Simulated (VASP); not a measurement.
Set up this calculation in VASP 6.6.1, as the native input.

```yaml
Task: single point
Functional: PBEsol
Potentials_or_basis: VASP PAW PBE potentials, release 64 (Cd, Se)
Cutoff: 500 eV
k_mesh: 6 × 6 × 6, shifted
Occupations: fermi-dirac, width 0.02 eV
Spin: no spin polarisation
Dipole_correction: no
Further_INCAR_settings: ALGO = Normal; EDIFF = 1e-06; NBANDS = 16; ISYM = 0
```

The structure of CdSe lies in POSCAR:

```
CdSe
1.0
    0.0000000000      2.8429458735      2.8429458735
    2.8429458735      0.0000000000      2.8429458735
    2.8429458735      2.8429458735      0.0000000000
Cd Se
1 1
Direct
    0.0000000000      0.0000000000      0.0000000000
    0.5000000000      0.5000000000      0.5000000000
```

One way to write it, as run:

INCAR

```
SYSTEM = CdSe
ALGO = Normal
EDIFF = 1E-6
ENCUT = 500
GGA = PS
GGA_COMPAT = .FALSE.
ISIF = 2
ISMEAR = -1
ISYM = 0
LASPH = .TRUE.
LCHARG = .TRUE.
LELF = .TRUE.
LREAL = .FALSE.
LVHAR = .TRUE.
LWAVE = .FALSE.
NBANDS = 16
NELM = 120
PREC = Accurate
SIGMA = 0.02
```

KPOINTS

```
Automatic mesh
0
Gamma
  6 6 6
  0 0 0.5
```

Potentials or basis: VASP PAW PBE potentials, release 64 (Cd, Se).

Command:

```bash
$ cat potpaw_PBE.64/Cd/POTCAR potpaw_PBE.64/Se/POTCAR > POTCAR
$ mpirun -np 1 vasp_std > vasp.out
```

It gave:

| Quantity | Value |
| --- | --- |
| Pressure | -1.7 GPa |
| Band gap on the k mesh | zero (bands 9 and 10 overlap by 0.02 eV) |

Caveat: semilocal functionals underestimate gaps, so a narrow gap can read as zero; the PAW data sets were made with another functional, which shifts forces and pressure a little.

Wall time 8.4 min on 1 thread of Intel Xeon 8259CL (shared host), peak memory 0.42 GiB.
